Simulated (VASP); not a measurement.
Set up this calculation in VASP 6.6.1, as the native input.

```
Task                   : single point
Functional             : r2SCAN
Potentials or basis    : VASP PAW PBE potentials, release 64 (Mo_sv, S)
Cutoff                 : 520 eV
k mesh                 : 12 × 12 × 6
Occupations            : gaussian, width 0.1 eV
Spin                   : collinear spin
Starting moments       : [2.0, -2.0, 0.0, 0.0] μB
Hubbard terms          : Mo d U = 4.38 eV
Dipole correction      : no
Further INCAR settings : ALGO = Normal; EDIFF = 1e-06; NBANDS = 32
```

MoS:

```
CELL_PARAMETERS angstrom
3.39289 0.00000 0.00000
0.00000 3.39289 3.39289
0.00000 0.00000 6.78578
ATOMIC_POSITIONS crystal
Mo 0.00000 0.00000 0.00000
Mo 0.00000 0.00000 0.50000
S 0.50000 0.50000 0.00000
S 0.50000 0.50000 0.50000
```

The input as run:

POSCAR

```
MoS
1.0
    3.3928908462      0.0000000000      0.0000000000
    0.0000000000      3.3928908462      3.3928908462
    0.0000000000      0.0000000000      6.7857816924
Mo S
2 2
Direct
    0.0000000000      0.0000000000      0.0000000000
    0.0000000000      0.0000000000      0.5000000000
    0.5000000000      0.5000000000      0.0000000000
    0.5000000000      0.5000000000      0.5000000000
```

INCAR.step1

```
PREC     = Accurate       # precision mode
ENCUT    = 520            # plane-wave cutoff, eV
ISMEAR   = 0              # smearing method
SIGMA    = 0.1            # smearing width, eV
LREAL    = False          # projectors in reciprocal space
LASPH    = True           # aspherical terms in the spheres
NELM     = 150            # most SCF steps
ISPIN    = 2              # spin polarisation
MAGMOM   = 2 -2 0 0       # initial moments
LMAXMIX  = 4              # l up to which the mixer works
LDAU     = True           # DFT+U
LDAUTYPE = 2            
LDAUL    = 2 -1           # shell
LDAUU    = 4.38 0         # U, eV
LDAUJ    = 0 0          
NBANDS   = 32             # bands
GGA      = PE             # functional
ALGO     = Normal         # electronic algorithm
EDIFF    = 1E-4           # SCF threshold, eV
LWAVE    = True           # write WAVECAR
LCHARG   = False          # write CHGCAR
KPAR     = 4
```

INCAR.step2

```
PREC     = Accurate       # precision mode
ENCUT    = 520            # plane-wave cutoff, eV
EDIFF    = 1E-6           # SCF threshold, eV
ISMEAR   = 0              # smearing method
SIGMA    = 0.1            # smearing width, eV
LREAL    = False          # projectors in reciprocal space
LASPH    = True           # aspherical terms in the spheres
NELM     = 150            # most SCF steps
ALGO     = Normal         # electronic algorithm
ISIF     = 2              # what is computed and relaxed
LWAVE    = False          # write WAVECAR
LCHARG   = True           # write CHGCAR
ISPIN    = 2              # spin polarisation
MAGMOM   = 2 -2 0 0       # initial moments
LORBIT   = 11             # projections on sites
LMAXMIX  = 4              # l up to which the mixer works
LDAU     = True           # DFT+U
LDAUTYPE = 2            
LDAUL    = 2 -1           # shell
LDAUU    = 4.38 0         # U, eV
LDAUJ    = 0 0          
LDAUPRINT= 1            
METAGGA  = R2SCAN         # meta-GGA
LMIXTAU  = True         
LVHAR    = True         
NBANDS   = 32             # bands
ISTART   = 1            
KPAR     = 4
```

KPOINTS

```
Automatic mesh
0
Gamma
  12 12 6
```

Potentials or basis: VASP PAW PBE potentials, release 64 (Mo_sv, S).

Launch:

```console
$ cat potpaw_PBE.64/Mo_sv/POTCAR potpaw_PBE.64/S/POTCAR > POTCAR
$ cp INCAR.step1 INCAR
$ mpirun -np 4 vasp_std > vasp.out
$ cp INCAR.step2 INCAR
$ mpirun -np 4 vasp_std > vasp.out
```

Results of the run:

The pressure is -6.9 GPa. The band gap on the k mesh is zero (filled and empty bands overlap), the net moment is 0.00 μB per cell and the site moments are Mo +3.64, -3.64; S +0.00 μB. The valence electrons inside the program's atomic spheres are Mo 12.09; S 3.66.

Caveat: the cell stands under tension; the PAW data sets were made with another functional, which shifts forces and pressure a little.

Run time: 15 min on 4 MPI ranks on Oxide Virtual Turin-like Processor (shared host), peak memory 0.52 GiB a rank.
